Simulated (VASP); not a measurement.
# GaC3 (P1) in VASP: notebook

The runs below take GaC3 through single point, with PBE.

All numbers are computed with VASP 6.6.1; they aren't measurements. Logs are shortened: lines on timing, memory, paths and dates and some standing lists are left out, and cuts for length are marked.

## 1. The cell of the first run

The typed cell holds 4 atoms: a = 3.198 Å, b = 3.328 Å, c = 3.274 Å, α = 90.43°, β = 88.64°, γ = 89.86°.

## 2. Single point, PBE

INCAR reads:

```
  ALGO = Normal
  EDIFF = 1E-6
  ENCUT = 520
  GGA = PE
  ISIF = 2
  ISMEAR = -1
  LASPH = T
  LCHARG = F
  LREAL = F
  LWAVE = F
  NBANDS = 20
  NELM = 80
  PREC = Accurate
  SIGMA = 0.15
```

KPOINTS reads:

```
k-points
0
Gamma
  5 5 5
```

POSCAR reads:

```
GaC3
1.0
    3.1973800000      0.0041300000      0.0384800000
    0.0041300000      3.3283500000     -0.0125200000
    0.0384800000     -0.0125200000      3.2736300000
Ga C
1 3
Direct
    0.9882600000      0.0068400000      0.0279200000
    0.0150559957      0.4955120099      0.5081583918
    0.5025100000      0.9911900000      0.5325000000
    0.5101400000      0.4944500000      0.9800900000
```

Potentials or basis: VASP PAW PBE potentials, release 64 (Ga_d, C).

Command:

```sh
> cat potpaw_PBE.64/Ga_d/POTCAR potpaw_PBE.64/C/POTCAR > POTCAR
> mpirun -np 1 vasp_std > vasp.out
```

OUTCAR:

```text
EDIFF = 1E-6
   ENCUT = 520
   GGA = PE
   ISIF = 2
   ISMEAR = -1
   LASPH = T
   LREAL = F
   NELM = 80
   PREC = Accurate

 ion  position               nearest neighbor table
   1  0.988  0.007  0.028-   4 2.24   3 2.24   2 2.26   3 2.27   3 2.28   4 2.30   2 2.33   4 2.33
                             3 2.36   2 2.36   4 2.38   2 2.40
   2  0.015  0.496  0.508-   1 2.26   1 2.33   1 2.36   1 2.40
   3  0.503  0.991  0.532-   1 2.24   1 2.27   1 2.28   1 2.36
   4  0.510  0.494  0.980-   1 2.24   1 2.30   1 2.33   1 2.38

  LATTYP: Found a triclinic cell.
 ALAT       =     7.2168491766
 B/A-ratio  =     0.9858697924
 C/A-ratio  =     1.3706833171
 COS(alpha) =     0.0004351149
 COS(beta)  =     0.6102999352
 COS(gamma) =     0.7894619317

  Lattice vectors:

 A1 = (  -6.3988900000,  -3.3366100000,  -0.0644400000)
 A2 = (  -6.3562800000,  -0.0207800000,   3.1966700000)
 A3 = (  -3.2826000000,  -6.6357900000,  -6.5607000000)

Analysis of symmetry for initial positions (statically):
=====================================================================
 Subroutine PRICEL returns:
 Original cell was already a primitive cell.

 Routine SETGRP: Setting up the symmetry group for a
 triclinic supercell.

 Subroutine GETGRP returns: Found  1 space group operations
 (whereof  1 operations were pure point group operations)
 out of a pool of  2 trial point group operations.

The static configuration has the point symmetry C_1 .

Analysis of symmetry for dynamics (positions and initial velocities):
=====================================================================
 Subroutine PRICEL returns:
 Original cell was already a primitive cell.

 Routine SETGRP: Setting up the symmetry group for a
 triclinic supercell.

 Subroutine GETGRP returns: Found  1 space group operations
 (whereof  1 operations were pure point group operations)
 out of a pool of  2 trial point group operations.

The dynamic configuration has the point symmetry C_1 .

 Subroutine INISYM returns: Found  1 space group operations
 (whereof  1 operations are pure point group operations),
 and found     1 'primitive' translations

----------------------------------------------------------------------------------------

                                     Primitive cell
[... 85 lines left out ...]
 SYSTEM =  unknown system
   PREC   = accura    normal or accurate (medium, high low for compatibility)
   ISTART =      0    job   : 0-new  1-cont  2-samecut
   ICHARG =      2    charge: 1-file 2-atom 10-const
   ISPIN  =      1    spin polarized calculation?
   LNONCOLLINEAR =      F non collinear calculations
   LSORBIT =      F    spin-orbit coupling
   LASPH  =      T    aspherical Exc in radial PAW
   ENCUT  =  520.0 eV  38.22 Ry    6.18 a.u.   5.95  6.19  6.09*2*pi/ulx,y,z
   NELM   =     80;   NELMIN=  2; NELMDL= -5     # of ELM steps
   EDIFF  = 0.1E-05   stopping-criterion for ELM
   LREAL  =      F    real-space projection
   EDIFFG = 0.1E-04   stopping-criterion for IOM
   NSW    =      0    number of steps for IOM
   IBRION =     -1    ionic relax: 0-MD 1-quasi-New 2-CG
   NFREE  =      0    steps in history (QN), initial steepest desc. (CG)
   ISIF   =      2    stress and relaxation
   ISYM   =      2    0-nonsym 1-usesym 2-fastsym
   POTIM  = 0.5000    time-step for ionic-motion
   TEBEG  =    0.0;   TEEND  =   0.0 temperature during run
   PSTRESS=    0.0 pullay stress
   NELECT =      25.0000    total number of electrons
   NUPDOWN=      -1.0000    fix difference up-down
   EMIN   =  10.00;   EMAX   =-10.00  energy-range for DOS
   EFERMI =   0.00;   METHOD = LEGACY
   ISMEAR =    -1;   SIGMA  =   0.15  broadening in eV -4-tet -1-fermi 0-gaus
   EFERMI_NEDOS =   21; number of points for ismear=-14 and -15
   IALGO  =     38    algorithm
   IMIX   =      4    mixing-type and parameters
     AMIX     =   0.40;   BMIX     =  1.00
     AMIX_MAG =   1.60;   BMIX_MAG =  1.00
  volume/ion in A,a.u.               =       8.71        58.77
  Fermi-wavevector in a.u.,A,eV,Ry     =   1.465750  2.769867 29.231088  2.148424
  Thomas-Fermi vector in A             =   2.581570
   LORBIT       =      0    0 simple, 1 ext, 2 COOP (PROOUT), +10 PAW based schemes
   GGA     = PE    functional components
   LHFCALC =     F    Hartree Fock is set to
   AEXX    =    0.0000 exact exchange contribution
   IVDW    =     0    specifies the selected vdW correction
   LEPSILON=     F    determine dielectric tensor
   LRPA    =     F    only Hartree local field effects (RPA)
 non-spin polarized calculation
  energy-cutoff  :      520.00
  volume of cell :       34.83
 maximum number of plane-waves:       951
   NGX = 11   NGY = 13   NGZ = 13

 number of electron      24.9999994 magnetization

 Free energy of the ion-electron system (eV)
  ---------------------------------------------------
  ext. energy  EPLUGINS =         0.00000000
  ---------------------------------------------------
  free energy    TOTEN  =       -17.79468170 eV

  energy without entropy =      -17.68062935  energy(sigma->0) =      -17.73765552

 E-fermi :   8.0804     XC(G=0): -12.7708

 val. band max:        8.0593666368   @ k =   0.0000   0.0000   0.0000
 cond. band min:       8.0815960549   @ k =  -0.0000  -0.4000   0.4000
 fundamental gap:      0.0222294181
 Fermi energy:         8.0803947450

 k-point     1 :       0.0000    0.0000    0.0000
  band No.  band energies     occupation
      1      -9.1269      2.00000
      2      -7.1720      2.00000
      3      -7.1514      2.00000
      4      -6.9321      2.00000
      5      -6.9216      2.00000
      6      -6.9178      2.00000
[... 541 lines left out ...]
     19      16.9379      0.00000
     20      17.4412      0.00000

 [... further k-points ...]
[... 5 lines left out ...]
  --------------------------------------------------------------------------------------
  -------------------------------------------------------------------------------------
  Total        2.3118587      2.9978892      1.8155526     -0.0919597      0.0790679      0.2182295
  in kB      106.3377508    137.8928563     83.5093324     -4.2298399      3.6368585     10.0378243
  external PRESSURE =     109.2466465 kB  Pullay stress =       0.0000000 kB

 VOLUME and BASIS-vectors are now :
 -----------------------------------------------------------------------------
  energy-cutoff  :      520.00
  volume of cell :       34.83
      direct lattice vectors                 reciprocal lattice vectors
     3.197380000  0.004130000  0.038480000     0.312800857 -0.000401977 -0.003678366
     0.004130000  3.328350000 -0.012520000    -0.000401977  0.300454011  0.001153812
     0.038480000 -0.012520000  3.273630000    -0.003678366  0.001153812  0.305518947

 POSITION                                       TOTAL-FORCE (eV/Angst)
 -----------------------------------------------------------------------------------
      3.16095      0.02650      0.12934         0.088808     -0.108394      0.478207
      0.06974      1.64294      1.65790         0.460982      0.209510      0.447599
      1.63130      3.29444      1.75013        -0.460750     -0.234147      0.706635
      1.67087      1.63554      3.22189        -0.089039      0.133031     -1.632441
 -----------------------------------------------------------------------------------
    total drift:                                0.000225     -0.000041     -0.000061

  FREE ENERGIE OF THE ION-ELECTRON SYSTEM (eV)
  ---------------------------------------------------
  free  energy   TOTEN  =       -17.7946816954 eV

  energy  without entropy=      -17.6806293528  energy(sigma->0) =      -17.73765552
```

It took 23 s on 1 thread of Intel Xeon 6975P-C, shared host; peak memory 0.17 GiB.

Results:

```yaml
Free_energy: -17.7947 eV
Pressure: 10.9 GPa
Largest_force: 1.640 eV/Å
```

Forces on the atoms (eV/Å):
```
Ga   0.089 -0.108  0.478
C    0.461  0.210  0.448
C   -0.461 -0.234  0.707
C   -0.089  0.133 -1.632
```

Caveat: the k points lie up to 0.39 Å⁻¹ apart; forces of over 1 eV/Å act on the atoms, so gaps and moduli don't describe the material at rest.

## 3. Single point, PBE

INCAR reads:

```
SYSTEM = GaC3
PREC     = Accurate       ! precision mode
ENCUT    = 520            ! plane-wave cutoff, eV
EDIFF    = 1E-6           ! SCF threshold, eV
ISMEAR   = -1             ! smearing method
SIGMA    = 0.15           ! smearing width, eV
LREAL    = .FALSE.        ! projectors in reciprocal space
LASPH    = .TRUE.         ! aspherical terms in the spheres
NELM     = 100            ! most SCF steps
ALGO     = Normal         ! electronic algorithm
ISIF     = 2              ! what is computed and relaxed
LWAVE    = .FALSE.        ! write WAVECAR
LCHARG   = .FALSE.        ! write CHGCAR
GGA      = PE             ! functional
NBANDS   = 20             ! bands
```

KPOINTS reads:

```
regular mesh
0
G
  5 5 5
  0 0 0
```

POSCAR: that of step 2 with these lines changed.

```diff
@@ -9,3 +9,3 @@
     0.9882600000      0.0068400000      0.0279200000
-    0.0150559957      0.4955120099      0.5081583918
+    0.0228760171      0.4955019605      0.5080664327
     0.5025100000      0.9911900000      0.5325000000
```

Potentials or basis: VASP PAW PBE potentials, release 64 (Ga_d, C).

Command:

```sh
> cat potpaw_PBE.64/Ga_d/POTCAR potpaw_PBE.64/C/POTCAR > POTCAR
> mpirun -np 1 vasp_std > vasp.out
```

OUTCAR:

```text
SYSTEM = GaC3
   PREC = Accurate
   ENCUT = 520
   EDIFF = 1E-6
   ISMEAR = -1
   LREAL = .FALSE.
   LASPH = .TRUE.
   NELM = 100
   ISIF = 2
   GGA = PE

 ion  position               nearest neighbor table
   1  0.988  0.007  0.028-   4 2.24   3 2.24   2 2.26   3 2.27   3 2.28   4 2.30   2 2.33   4 2.33
                             3 2.36   2 2.36   4 2.38   2 2.40
   2  0.023  0.496  0.508-   1 2.26   1 2.33   1 2.36   1 2.40
   3  0.503  0.991  0.532-   1 2.24   1 2.27   1 2.28   1 2.36
   4  0.510  0.494  0.980-   1 2.24   1 2.30   1 2.33   1 2.38

  LATTYP: Found a triclinic cell.
[... 755 lines left out ...]
  --------------------------------------------------------------------------------------
  -------------------------------------------------------------------------------------
  Total        2.2349265      2.9931779      1.8426270     -0.1093523      0.0810638      0.1067188
  in kB      102.7991296    137.6761484     84.7546659     -5.0298410      3.7286653      4.9087049
  external PRESSURE =     108.4099813 kB  Pullay stress =       0.0000000 kB

 VOLUME and BASIS-vectors are now :
 -----------------------------------------------------------------------------
  energy-cutoff  :      520.00
  volume of cell :       34.83
      direct lattice vectors                 reciprocal lattice vectors
     3.197380000  0.004130000  0.038480000     0.312800857 -0.000401977 -0.003678366
     0.004130000  3.328350000 -0.012520000    -0.000401977  0.300454011  0.001153812
     0.038480000 -0.012520000  3.273630000    -0.003678366  0.001153812  0.305518947

 POSITION                                       TOTAL-FORCE (eV/Angst)
 -----------------------------------------------------------------------------------
      3.16095      0.02650      0.12934        -0.013640     -0.107931      0.473632
      0.09474      1.64294      1.65790         0.788842      0.204723      0.407658
      1.63130      3.29444      1.75013        -0.548752     -0.229611      0.691730
      1.67087      1.63554      3.22189        -0.226450      0.132819     -1.573019
 -----------------------------------------------------------------------------------
    total drift:                                0.000244     -0.000046     -0.000060

  FREE ENERGIE OF THE ION-ELECTRON SYSTEM (eV)
  ---------------------------------------------------
  free  energy   TOTEN  =       -17.8102997498 eV

  energy  without entropy=      -17.6950683536  energy(sigma->0) =      -17.75268405
```

OSZICAR:

```text
N       E                     dE             d eps       ncg     rms          rms(c)
DAV:   1     0.142317072471E+03    0.14232E+03   -0.12243E+04  2784   0.196E+03
DAV:   2    -0.363160458742E+01   -0.14595E+03   -0.13941E+03  2760   0.390E+02
DAV:   3    -0.177680044735E+02   -0.14136E+02   -0.13531E+02  2948   0.895E+01
DAV:   4    -0.182259633417E+02   -0.45796E+00   -0.45452E+00  2876   0.150E+01
DAV:   5    -0.182351754274E+02   -0.92121E-02   -0.92059E-02  3172   0.202E+00    0.335E+00
DAV:   6    -0.178765199875E+02    0.35866E+00   -0.54958E-01  3744   0.226E+01    0.171E+00
DAV:   7    -0.178203258873E+02    0.56194E-01   -0.19222E-01  3816   0.509E+00    0.750E-01
DAV:   8    -0.178125990201E+02    0.77269E-02   -0.36613E-02  3176   0.123E+00    0.413E-01
DAV:   9    -0.178103709817E+02    0.22280E-02   -0.53861E-03  3288   0.952E-01    0.812E-02
DAV:  10    -0.178102994377E+02    0.71544E-04   -0.74165E-04  3388   0.570E-01    0.281E-02
DAV:  11    -0.178102977592E+02    0.16784E-05   -0.83496E-05  2980   0.606E-02    0.126E-02
DAV:  12    -0.178102988881E+02   -0.11288E-05   -0.11900E-05  3280   0.275E-02    0.605E-03
DAV:  13    -0.178102997498E+02   -0.86175E-06   -0.14644E-06  1732   0.138E-02
   1 F= -.17810300E+02 E0= -.17752684E+02  d E =-.115231E+00
```

stdout:

```text
POSCAR found type information on POSCAR GaC
 POSCAR found :  2 types and       4 ions
 scaLAPACK will be used
 LDA part: xc-table for (Slater+PW92), standard interpolation
 POSCAR, INCAR and KPOINTS ok, starting setup
 FFT: planning ... GRIDC
 FFT: planning ... GRID_SOFT
 FFT: planning ... GRID
 WAVECAR not read
 entering main loop
```

Wall time 24 s (1 thread of Intel Xeon 6975P-C, shared host); peak memory 0.17 GiB.

Results:

```yaml
Free_energy: -17.8103 eV
Pressure: 10.8 GPa
Largest_force: 1.595 eV/Å
```

Forces on the atoms (eV/Å):
```
Ga  -0.014 -0.108  0.474
C    0.789  0.205  0.408
C   -0.549 -0.230  0.692
C   -0.226  0.133 -1.573
```

Caveat: the k points lie up to 0.39 Å⁻¹ apart; forces of over 1 eV/Å act on the atoms, so gaps and moduli don't describe the material at rest.

## 4. Single point, PBE

INCAR reads:

```
ALGO = Normal
EDIFF = 1E-7
ENCUT = 520
GGA = PE
ISIF = 2
ISMEAR = -1
LASPH = T
LCHARG = T
LELF = T
LREAL = F
LVHAR = T
LWAVE = F
NBANDS = 20
NELM = 100
PREC = Accurate
SIGMA = 0.15
```

KPOINTS reads:

```
k-points
0
Gamma
  5 5 5
```

POSCAR: that of step 3 with these lines changed.

```diff
@@ -9,3 +9,3 @@
     0.9882600000      0.0068400000      0.0279200000
-    0.0228760171      0.4955019605      0.5080664327
+    0.0103639829      0.4955180395      0.5082135673
     0.5025100000      0.9911900000      0.5325000000
```

Command:

```sh
> cat potpaw_PBE.64/Ga_d/POTCAR potpaw_PBE.64/C/POTCAR > POTCAR
> mpirun -np 1 vasp_std > vasp.out
```

Run time: 28 s. Hardware: 1 thread of Intel Xeon 6975P-C, shared host; peak memory 0.17 GiB.

The run converged. Its results:

```
Free energy   : -17.7892 eV
Pressure      : 11.0 GPa
Largest force : 1.663 eV/Å
```

Forces on the atoms (eV/Å):
```
Ga   0.150 -0.109  0.480
C    0.266  0.212  0.466
C   -0.407 -0.237  0.712
C   -0.008  0.133 -1.658
```

Stress tensor (GPa, compression positive):
```
10.77 -0.37  1.29
-0.37 13.84  0.36
 1.29  0.36  8.31
```

Levels at points of the mesh, in eV from the Fermi level:
```csv
k point,band 9,band 10,band 11,band 12,band 13,band 14,band 15,band 16
"(0.00, 0.00, 0.00)",-6.01,-5.46,-5.34,-0.01,1.15,1.28,1.52,3.91
```

Caveat: the k points lie up to 0.39 Å⁻¹ apart; forces of over 1 eV/Å act on the atoms, so gaps and moduli don't describe the material at rest.

## 5. Single point, PBE

This run uses another cell than the first one, of 8.75 Å³/atom, 1.005 times its volume.

INCAR reads:

```
PREC = Accurate ; ENCUT = 520
EDIFF = 1E-7 ; ISMEAR = -1
SIGMA = 0.15 ; LREAL = False
LASPH = True ; NELM = 60
ALGO = Normal ; ISIF = 2
LWAVE = False ; LCHARG = True
GGA = PE ; LELF = True
LVHAR = True ; NBANDS = 20
```

KPOINTS reads:

```
regular mesh
0
Gamma
  5 5 5
```

POSCAR reads:

```
GaC3
1.0
    3.2027001096      0.0041368719      0.0385440267
    0.0041368719      3.3338880302     -0.0125408320
    0.0385440267     -0.0125408320      3.2790769818
Ga C
1 3
Direct
    0.9882600000      0.0068400000      0.0279200000
    0.0166200000      0.4955100000      0.5081400000
    0.5025100000      0.9911900000      0.5325000000
    0.5101400000      0.4944500000      0.9800900000
```

Potentials or basis: VASP PAW PBE potentials, release 64 (Ga_d, C).

Command:

```sh
> cat potpaw_PBE.64/Ga_d/POTCAR potpaw_PBE.64/C/POTCAR > POTCAR
> mpirun -np 1 vasp_std > vasp.out
```

OUTCAR:

```text
PREC = Accurate
   ENCUT = 520
   EDIFF = 1E-7
   ISMEAR = -1
   LREAL = False
   LASPH = True
   NELM = 60
   ISIF = 2
   GGA = PE

 ion  position               nearest neighbor table
   1  0.988  0.007  0.028-   4 2.24   3 2.25   2 2.26   3 2.28   3 2.29   4 2.30   2 2.33   4 2.34
                             3 2.36   2 2.37   4 2.39   2 2.40
   2  0.017  0.496  0.508-   1 2.26   1 2.33   1 2.37   1 2.40
   3  0.503  0.991  0.532-   1 2.25   1 2.28   1 2.29   1 2.36
   4  0.510  0.494  0.980-   1 2.24   1 2.30   1 2.34   1 2.39

[... 749 lines left out ...]

 [... further k-points ...]
[... 5 lines left out ...]
  --------------------------------------------------------------------------------------
  -------------------------------------------------------------------------------------
  Total        2.1099230      2.7928212      1.6235846     -0.0943254      0.0786421      0.2006301
  in kB       96.5665534    127.8213049     74.3079080     -4.3170680      3.5992787      9.1824017
  external PRESSURE =      99.5652554 kB  Pullay stress =       0.0000000 kB

 VOLUME and BASIS-vectors are now :
 -----------------------------------------------------------------------------
  energy-cutoff  :      520.00
  volume of cell :       35.01
      direct lattice vectors                 reciprocal lattice vectors
     3.202700110  0.004136872  0.038544027     0.312281253 -0.000401309 -0.003672256
     0.004136872  3.333888030 -0.012540832    -0.000401309  0.299954917  0.001151895
     0.038544027 -0.012540832  3.279076982    -0.003672256  0.001151895  0.305011439

 POSITION                                       TOTAL-FORCE (eV/Angst)
 -----------------------------------------------------------------------------------
      3.16620      0.02654      0.12956         0.063765     -0.103950      0.472930
      0.07486      1.64567      1.66066         0.522291      0.205057      0.434063
      1.63401      3.29992      1.75305        -0.473754     -0.230834      0.701788
      1.67365      1.63826      3.22725        -0.112302      0.129727     -1.608782
 -----------------------------------------------------------------------------------
    total drift:                                0.000088     -0.000018      0.000008

  FREE ENERGIE OF THE ION-ELECTRON SYSTEM (eV)
  ---------------------------------------------------
  free  energy   TOTEN  =       -17.8085846704 eV

  energy  without entropy=      -17.6940323128  energy(sigma->0) =      -17.75130849
```

stdout:

```text
POSCAR found type information on POSCAR GaC
 POSCAR found :  2 types and       4 ions
 scaLAPACK will be used
 LDA part: xc-table for (Slater+PW92), standard interpolation
 POSCAR, INCAR and KPOINTS ok, starting setup
 FFT: planning ... GRIDC
 FFT: planning ... GRID_SOFT
 FFT: planning ... GRID
 WAVECAR not read
 entering main loop
```

It took 27 s on 1 thread of Intel Xeon 6975P-C, shared host; peak memory 0.17 GiB.

Results:

```
Free energy   : -17.8086 eV
Pressure      : 10.0 GPa
Largest force : 1.618 eV/Å
```

Forces on the atoms (eV/Å):
```
Ga   0.064 -0.104  0.473
C    0.522  0.205  0.434
C   -0.474 -0.231  0.702
C   -0.112  0.130 -1.609
```

Caveat: the k points lie up to 0.39 Å⁻¹ apart; forces of over 1 eV/Å act on the atoms, so gaps and moduli don't describe the material at rest.

(Continued in part 2 of 2.)
